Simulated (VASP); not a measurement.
# CO2 (P4_2/mnm) in VASP: notebook

The runs below take CO2 through single point, with PBE.

Everything below comes from runs of VASP 6.6.1. Logs are shortened: lines on timing, memory, paths and dates and some standing lists are left out, and cuts for length are marked.

## (1) The cell of the first run

The structure is tetragonal, space group P4_2/mnm (No. 136). The conventional cell has a = 4.227 Å, b = 4.227 Å, c = 4.688 Å, α = 90.00°, β = 90.00°, γ = 90.00°. C (site symmetry mmm) has 2 O at 1.17 Å within 1.6 Å. O (site symmetry m2m) has 1 C at 1.17 Å within 1.6 Å.

## (2) Single point, PBE

Input file INCAR:

```
PREC = Accurate
ENCUT = 520
EDIFF = 1E-6
ISMEAR = 0
SIGMA = 0.1
LREAL = False
LASPH = True
NELM = 100
ALGO = Normal
ISIF = 2
LWAVE = False
LCHARG = False
GGA = PE
NBANDS = 25
```

Input file KPOINTS:

```
regular mesh
0
Gamma
  4 4 4
```

Input file POSCAR:

```
CO2
1.0
    4.2272127900      0.0000000000      0.0000000000
    0.0000000000      4.2272127900      0.0000000000
    0.0000000000      0.0000000000      4.6877715900
C O
2 4
Direct
    0.5000000000      0.5000000000      0.5000000000
    0.0000000000      0.0000000000      0.0000000000
    0.3048268600      0.6951731400      0.5000000000
    0.6951731400      0.3048268600      0.5000000000
    0.1951731400      0.1951731400      0.0000000000
    0.8048268600      0.8048268600      0.0000000000
```

Potentials or basis: VASP PAW PBE potentials, release 64 (C, O).

On the command line:

```sh
$ cat potpaw_PBE.64/C/POTCAR potpaw_PBE.64/O/POTCAR > POTCAR
$ mpirun -np 1 vasp_std > vasp.out
```

OUTCAR:

```text
PREC = Accurate
   ENCUT = 520
   EDIFF = 1E-6
   ISMEAR = 0
   LREAL = False
   LASPH = True
   NELM = 100
   ISIF = 2
   GGA = PE

 ion  position               nearest neighbor table
   1  0.500  0.500  0.500-   3 1.17   4 1.17
   2  0.000  0.000  0.000-   5 1.17   6 1.17
   3  0.305  0.695  0.500-   1 1.17
   4  0.695  0.305  0.500-   1 1.17
   5  0.195  0.195  0.000-   2 1.17
   6  0.805  0.805  0.000-   2 1.17

  LATTYP: Found a simple tetragonal cell.
 ALAT       =     4.2272127900
 C/A-ratio  =     1.1089509383

  Lattice vectors:

 A1 = (   4.2272127900,   0.0000000000,   0.0000000000)
 A2 = (   0.0000000000,   4.2272127900,   0.0000000000)
 A3 = (   0.0000000000,   0.0000000000,   4.6877715900)

Analysis of symmetry for initial positions (statically):
=====================================================================
 Subroutine PRICEL returns:
 Original cell was already a primitive cell.

 Routine SETGRP: Setting up the symmetry group for a
 simple tetragonal supercell.

 Subroutine GETGRP returns: Found 16 space group operations
 (whereof  8 operations were pure point group operations)
 out of a pool of 16 trial point group operations.

The static configuration has the point symmetry D_2h.
 The point group associated with its full space group is D_4h.

Analysis of symmetry for dynamics (positions and initial velocities):
=====================================================================
 Subroutine PRICEL returns:
 Original cell was already a primitive cell.

 Routine SETGRP: Setting up the symmetry group for a
 simple tetragonal supercell.

 Subroutine GETGRP returns: Found 16 space group operations
 (whereof  8 operations were pure point group operations)
 out of a pool of 16 trial point group operations.

The dynamic configuration has the point symmetry D_2h.
 The point group associated with its full space group is D_4h.

 Subroutine INISYM returns: Found 16 space group operations
 (whereof  8 operations are pure point group operations),
 and found     1 'primitive' translations

----------------------------------------------------------------------------------------

                                     Primitive cell

  volume of cell :      83.7673

  direct lattice vectors                    reciprocal lattice vectors
     4.227212790  0.000000000  0.000000000     0.236562494  0.000000000  0.000000000
     0.000000000  4.227212790  0.000000000     0.000000000  0.236562494  0.000000000
     0.000000000  0.000000000  4.687771590     0.000000000  0.000000000  0.213320974

  length of vectors
     4.227212790  4.227212790  4.687771590     0.236562494  0.236562494  0.213320974

  position of ions in fractional coordinates (direct lattice)
     0.500000000  0.500000000  0.500000000
     0.000000000  0.000000000  0.000000000
     0.304826860  0.695173140  0.500000000
     0.695173140  0.304826860  0.500000000
     0.195173140  0.195173140  0.000000000
     0.804826860  0.804826860  0.000000000

  ion indices of the primitive-cell ions
   primitive index   ion index
                 1           1
                 2           2
                 3           3
                 4           4
                 5           5
                 6           6

----------------------------------------------------------------------------------------

 KPOINTS: regular mesh

Automatic generation of k-mesh.
 Grid dimensions read from file:
 generate k-points for:    4    4    4

 Generating k-lattice:

  Cartesian coordinates                     Fractional coordinates (reciprocal lattice)
     0.059140623  0.000000000  0.000000000     0.250000000  0.000000000  0.000000000
     0.000000000  0.059140623  0.000000000     0.000000000  0.250000000  0.000000000
     0.000000000  0.000000000  0.053330243     0.000000000  0.000000000  0.250000000

  Length of vectors
     0.059140623  0.059140623  0.053330243

  Shift w.r.t. Gamma in fractional coordinates (k-lattice)
     0.000000000  0.000000000  0.000000000

 Subroutine IBZKPT returns following result:
 ===========================================

 Found     18 irreducible k-points:

 Following reciprocal coordinates:
            Coordinates               Weight
  0.000000  0.000000  0.000000      1.000000
  0.250000  0.000000  0.000000      4.000000
  0.500000  0.000000  0.000000      2.000000
  0.250000  0.250000  0.000000      4.000000
  0.500000  0.250000  0.000000      4.000000
  0.500000  0.500000  0.000000      1.000000
[... 10 lines left out ...]
  0.500000  0.250000  0.500000      4.000000
  0.500000  0.500000  0.500000      1.000000
   k-points           NKPTS =     18   k-points in BZ     NKDIM =     18   number of bands    NBANDS=     25
   number of dos      NEDOS =    301   number of ions     NIONS =      6
   total plane-waves  NPLWV =  36864
   dimension x,y,z NGX =    32 NGY =   32 NGZ =   36
   dimension x,y,z NGXF=    64 NGYF=   64 NGZF=   72
   ions per type =               2   4
   NGX,Y,Z   is equivalent  to a cutoff of  12.58, 12.58, 12.77 a.u.
   NGXF,Y,Z  is equivalent  to a cutoff of  25.17, 25.17, 25.53 a.u.
 SYSTEM =  unknown system
   PREC   = accura    normal or accurate (medium, high low for compatibility)
   ISTART =      0    job   : 0-new  1-cont  2-samecut
   ICHARG =      2    charge: 1-file 2-atom 10-const
   ISPIN  =      1    spin polarized calculation?
   LNONCOLLINEAR =      F non collinear calculations
   LSORBIT =      F    spin-orbit coupling
   LASPH  =      T    aspherical Exc in radial PAW
   ENCUT  =  520.0 eV  38.22 Ry    6.18 a.u.   7.86  7.86  8.72*2*pi/ulx,y,z
   NELM   =    100;   NELMIN=  2; NELMDL= -5     # of ELM steps
   EDIFF  = 0.1E-05   stopping-criterion for ELM
   LREAL  =      F    real-space projection
   EDIFFG = 0.1E-04   stopping-criterion for IOM
   NSW    =      0    number of steps for IOM
   IBRION =     -1    ionic relax: 0-MD 1-quasi-New 2-CG
   NFREE  =      0    steps in history (QN), initial steepest desc. (CG)
   ISIF   =      2    stress and relaxation
   ISYM   =      2    0-nonsym 1-usesym 2-fastsym
   POTIM  = 0.5000    time-step for ionic-motion
   TEBEG  =    0.0;   TEEND  =   0.0 temperature during run
   PSTRESS=    0.0 pullay stress
   NELECT =      32.0000    total number of electrons
   NUPDOWN=      -1.0000    fix difference up-down
   EMIN   =  10.00;   EMAX   =-10.00  energy-range for DOS
   EFERMI =   0.00;   METHOD = LEGACY
   ISMEAR =     0;   SIGMA  =   0.10  broadening in eV -4-tet -1-fermi 0-gaus
   EFERMI_NEDOS =   21; number of points for ismear=-14 and -15
   IALGO  =     38    algorithm
   IMIX   =      4    mixing-type and parameters
     AMIX     =   0.40;   BMIX     =  1.00
     AMIX_MAG =   1.60;   BMIX_MAG =  1.00
  volume/ion in A,a.u.               =      13.96        94.21
  Fermi-wavevector in a.u.,A,eV,Ry     =   1.187864  2.244737 19.198094  1.411020
  Thomas-Fermi vector in A             =   2.324006
   LORBIT       =      0    0 simple, 1 ext, 2 COOP (PROOUT), +10 PAW based schemes
   GGA     = PE    functional components
   LHFCALC =     F    Hartree Fock is set to
   AEXX    =    0.0000 exact exchange contribution
   IVDW    =     0    specifies the selected vdW correction
   LEPSILON=     F    determine dielectric tensor
   LRPA    =     F    only Hartree local field effects (RPA)
 non-spin polarized calculation
 Gauss-broadening in eV      SIGMA  =   0.10
  energy-cutoff  :      520.00
  volume of cell :       83.77
 maximum number of plane-waves:      2288
 NGX is ok and might be reduce to    32
   NGX = 15   NGY = 15   NGZ = 17

 number of electron      32.0000023 magnetization

 Free energy of the ion-electron system (eV)
  ---------------------------------------------------
  ext. energy  EPLUGINS =         0.00000000
  ---------------------------------------------------
  free energy    TOTEN  =       -45.97041828 eV

  energy without entropy =      -45.97041828  energy(sigma->0) =      -45.97041828

 E-fermi :  -2.5553     XC(G=0):  -8.1147

 val. band max:       -3.1212172754   @ k =   0.5000   0.5000   0.5000
 cond. band min:       3.4472582515   @ k =   0.0000   0.0000   0.0000
 fundamental gap:      6.5684755269
 Fermi energy:        -2.5552854022

 k-point     1 :       0.0000    0.0000    0.0000
  band No.  band energies     occupation
      1     -23.9839      2.00000
      2     -23.6870      2.00000
      3     -22.7586      2.00000
      4     -22.7586      2.00000
      5      -8.7081      2.00000
      6      -8.3485      2.00000
[... 17 lines left out ...]
     24      12.4309      0.00000
     25      12.4729      0.00000

 k-point     2 :       0.2500    0.0000    0.0000
  band No.  band energies     occupation
      1     -23.9252      2.00000
      2     -23.7109      2.00000
      3     -22.7778      2.00000
      4     -22.7732      2.00000
      5      -8.6062      2.00000
      6      -8.4209      2.00000
[... 17 lines left out ...]
     24      12.1222      0.00000
     25      12.1485      0.00000

 k-point     3 :       0.5000    0.0000    0.0000
  band No.  band energies     occupation
      1     -23.8007      2.00000
      2     -23.8007      2.00000
      3     -22.7927      2.00000
      4     -22.7927      2.00000
      5      -8.4762      2.00000
      6      -8.4762      2.00000
[... 384 lines left out ...]
 k-point    17 :       0.5000    0.2500    0.5000
  band No.  band energies     occupation
      1     -23.7735      2.00000
      2     -23.7735      2.00000
      3     -22.8156      2.00000
      4     -22.8156      2.00000
      5      -8.6439      2.00000
      6      -8.6439      2.00000
[... 17 lines left out ...]
     24      10.0306      0.00000
     25      11.7000      0.00000

 k-point    18 :       0.5000    0.5000    0.5000
  band No.  band energies     occupation
      1     -23.7542      2.00000
      2     -23.7542      2.00000
      3     -22.8330      2.00000
      4     -22.8330      2.00000
      5      -8.7406      2.00000
      6      -8.7406      2.00000
[... 17 lines left out ...]
     24      10.3762      0.00000
     25      10.3895      0.00000

------------------------ aborting loop because EDIFF is reached ----------------------------------------

  FORCE on cell =-STRESS in cart. coord.  units (eV):
  Direction    XX          YY          ZZ          XY          YZ          ZX
  --------------------------------------------------------------------------------------
  -------------------------------------------------------------------------------------
  Total        2.7464670      2.7464670      0.8988940      0.0000000      0.0000000      0.0000000
  in kB       52.5303505     52.5303505     17.1927121      0.0000000      0.0000000      0.0000000
  external PRESSURE =      40.7511377 kB  Pullay stress =       0.0000000 kB

 VOLUME and BASIS-vectors are now :
 -----------------------------------------------------------------------------
  energy-cutoff  :      520.00
  volume of cell :       83.77
      direct lattice vectors                 reciprocal lattice vectors
     4.227212790  0.000000000  0.000000000     0.236562494  0.000000000  0.000000000
     0.000000000  4.227212790  0.000000000     0.000000000  0.236562494  0.000000000
     0.000000000  0.000000000  4.687771590     0.000000000  0.000000000  0.213320974

 POSITION                                       TOTAL-FORCE (eV/Angst)
 -----------------------------------------------------------------------------------
      2.11361      2.11361      2.34389         0.000000      0.000000     -0.000000
      0.00000      0.00000      0.00000         0.000000      0.000000     -0.000000
      1.28857      2.93864      2.34389        -0.551937      0.551937     -0.000000
      2.93864      1.28857      2.34389         0.551937     -0.551937     -0.000000
      0.82504      0.82504      0.00000         0.551937      0.551937     -0.000000
      3.40217      3.40217      0.00000        -0.551937     -0.551937      0.000000
 -----------------------------------------------------------------------------------
    total drift:                                0.000000      0.000000     -0.000000

  FREE ENERGIE OF THE ION-ELECTRON SYSTEM (eV)
  ---------------------------------------------------
  free  energy   TOTEN  =       -45.9704182822 eV

  energy  without entropy=      -45.9704182822  energy(sigma->0) =      -45.97041828
```

Wall time 22 s (1 thread of Intel Xeon Platinum 8375C at 2.90GHz (Ice Lake), shared host); peak memory 0.18 GiB.

Results:

```yaml
Free_energy: -45.9704 eV
Pressure: 4.1 GPa
Largest_force: 0.781 eV/Å
Band_gap_on_the_k_mesh: 6.57 eV, indirect (least direct gap 7.04 eV)
```

Forces in eV/Å, atoms in the order of the input:
```
C    0.000  0.000  0.000
C    0.000  0.000  0.000
O   -0.552  0.552  0.000
O    0.552 -0.552  0.000
O    0.552  0.552  0.000
O   -0.552 -0.552  0.000
```

Levels at points of the mesh, in eV from the valence-band top:
```csv
k point,band 13,band 14,band 15,band 16,band 17,band 18,band 19,band 20
"(0.00, 0.00, 0.00)",-1.39,-0.55,-0.47,-0.47,6.57,7.47,7.92,7.92
"(0.50, 0.00, 0.00)",-0.53,-0.53,-0.48,-0.48,8.10,8.10,8.19,8.19
"(0.50, 0.50, 0.00)",-0.66,-0.66,0.00,0.00,8.23,8.23,8.33,8.33
"(0.00, 0.00, 0.50)",-0.98,-0.98,-0.47,-0.47,7.88,7.88,8.05,8.05
"(0.50, 0.00, 0.50)",-0.89,-0.89,-0.26,-0.26,7.95,7.95,8.46,8.46
"(0.50, 0.50, 0.50)",-0.51,-0.51,0.00,0.00,7.68,7.68,8.33,8.33
```

A k mesh can miss the band edges. PBE gaps usually lie below the measured ones, often by a third to a half.

## (3) Single point, PBE

This run uses another cell than the first one, of 18.87 Å³/atom, 1.351 times its volume.

Input file INCAR:

```
PREC = Accurate
ENCUT = 520
EDIFF = 1E-7
ISMEAR = 0
SIGMA = 0.02
LREAL = F
LASPH = T
NELM = 60
ALGO = Normal
ISIF = 2
LWAVE = F
LCHARG = T
GGA = PE
LELF = T
LVHAR = T
NBANDS = 25
```

Input file KPOINTS:

```
Automatic mesh
0
Gamma
  6 6 6
```

Input file POSCAR:

```
CO2
1.0
    4.7360023065      0.0000000000      0.0000000000
    0.0000000000      4.7360023065      0.0000000000
    0.0000000000      0.0000000000      5.0465802287
C O
2 4
Direct
    0.5000000000      0.5000000000      0.5000000000
    0.0000000000      0.0000000000      0.0000000000
    0.3253334346      0.6746665654      0.5000000000
    0.6746665654      0.3253334346      0.5000000000
    0.1746665654      0.1746665654      0.0000000000
    0.8253334346      0.8253334346      0.0000000000
```

Potentials or basis: VASP PAW PBE potentials, release 64 (C, O).

On the command line:

```sh
$ cat potpaw_PBE.64/C/POTCAR potpaw_PBE.64/O/POTCAR > POTCAR
$ mpirun -np 1 vasp_std > vasp.out
```

It took 66 s on 1 thread of Intel Xeon Platinum 8375C at 2.90GHz (Ice Lake), shared host; peak memory 0.25 GiB.

The run converged. Its results:

```
Free energy            : -46.1093 eV
Pressure               : 1.2 GPa
Largest force          : 0.630 eV/Å
Band gap on the k mesh : 6.50 eV, indirect (least direct gap 6.70 eV)
```

Forces on the atoms (eV/Å):
```
C    0.000  0.000  0.000
C    0.000  0.000  0.000
O   -0.445  0.445  0.000
O    0.445 -0.445  0.000
O    0.445  0.445  0.000
O   -0.445 -0.445  0.000
```

Stress tensor (GPa, compression positive):
```
 1.91  0.00  0.00
 0.00  1.91  0.00
 0.00  0.00 -0.23
```

Levels at points of the mesh, in eV from the valence-band top:
```tsv
k point	band 14	band 15	band 16	band 17	band 18	band 19
(0.00, 0.00, 0.00)	-0.21	-0.21	-0.20	6.50	7.99	8.28
(0.50, 0.00, 0.00)	-0.23	-0.23	-0.23	8.25	8.25	8.39
(0.50, 0.50, 0.00)	-0.29	0.00	0.00	8.40	8.40	8.43
(0.00, 0.00, 0.50)	-0.43	-0.22	-0.22	7.99	7.99	8.34
(0.50, 0.00, 0.50)	-0.40	-0.10	-0.10	8.22	8.22	8.54
(0.50, 0.50, 0.50)	-0.26	0.00	0.00	8.06	8.06	8.44
```

A k mesh can miss the band edges. PBE gaps usually lie below the measured ones, often by a third to a half.

(Continued in part 2 of 2.)
